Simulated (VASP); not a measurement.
Here is a VASP 6.6.1 calculation.

Contents of INCAR:

```
ALGO     = Normal         # electronic algorithm
EDIFF    = 1E-6           # SCF threshold, eV
ENCUT    = 500            # plane-wave cutoff, eV
GGA      = PS             # functional
GGA_COMPAT= F            
ISIF     = 2              # what is computed and relaxed
ISMEAR   = 0              # smearing method
LASPH    = T              # aspherical terms in the spheres
LCHARG   = T              # write CHGCAR
LELF     = T              # ELF
LREAL    = F              # projectors in reciprocal space
LVHAR    = T            
LWAVE    = F              # write WAVECAR
NBANDS   = 17             # bands
NELM     = 120            # most SCF steps
PREC     = Accurate       # precision mode
SIGMA    = 0.01           # smearing width, eV
```

KPOINTS

```
Automatic mesh
0
Gamma
  5 5 5
  0.5 0.5 0.5
```

Contents of POSCAR:

```
PbS
1.0
    2.1126617100      1.2197458000      3.4519162500
   -2.1126617100      1.2197458000      3.4519162500
    0.0000000000     -2.4394916100      3.4519162500
Pb S
1 1
Direct
    0.9805657800      0.9805657800      0.9805657800
    0.4750355500      0.4750355500      0.4750355500
```

Potentials or basis: VASP PAW PBE potentials, release 64 (Pb_d, S).

Launch:

```sh
$ cat potpaw_PBE.64/Pb_d/POTCAR potpaw_PBE.64/S/POTCAR > POTCAR
$ mpirun -np 1 vasp_std > vasp.out
```

(1) Estimate the band gap on the k mesh.

(2) Estimate the pressure.

(3) What does it give for the largest force?

Results:

(1) 0.44 eV, direct.

(2) -2.1 GPa.

(3) 0.013 eV/Å.

Caveat: the PAW data sets were made with another functional, which shifts forces and pressure a little; spin-orbit coupling is left out, which moves the levels of the heavy elements.
